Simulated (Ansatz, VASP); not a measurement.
**One calculation of NaH, two programs**

```
Na H
1.0
     3.31916    0.00000    0.00000
    -1.65958    2.87448    0.00000
     0.00000    0.00000    5.83095
Na H
2 2
Cartesian
  0.0000 0.0000 0.0000
  0.0000 0.0000 2.9155
  0.0000 1.9163 1.4577
  1.6596 0.9582 4.3732
```

Alike in both runs: task single point; functional HSE06; k mesh 6 × 6 × 4; no spin polarisation.

|  | VASP | Ansatz |
| --- | --- | --- |
| version | VASP 6.6.1 | Ansatz 0.2.0 |
| potentials or method | VASP PAW PBE potentials, release 64 (Na_pv, H) | plane waves, PAW |
| plane-wave cutoff (eV) | 400 | 420 |
| occupations | gaussian, width 0.01 eV | fixed |
| valence electrons in the cell | 16 | 20 |

VASP gave:

| Property | Result |
| --- | --- |
| gap on the k mesh at the Fermi level (eV) | 4.48 |
| pressure (GPa) | -0.3 |
| traceless stress, the component that is largest in VASP (GPa) | 0.08 |

What did Ansatz give for the same quantities?

gap on the k mesh at the Fermi level (eV): 4.50; pressure (GPa): 0.2; traceless stress, the component that is largest in VASP (GPa): 0.07.

VASP's potentials hold 16 valence electrons a cell and Ansatz's 20, so a difference there can come from the potentials and not from the codes. Ansatz's warnings: stress exchange threshold loose, stress scf threshold loose.
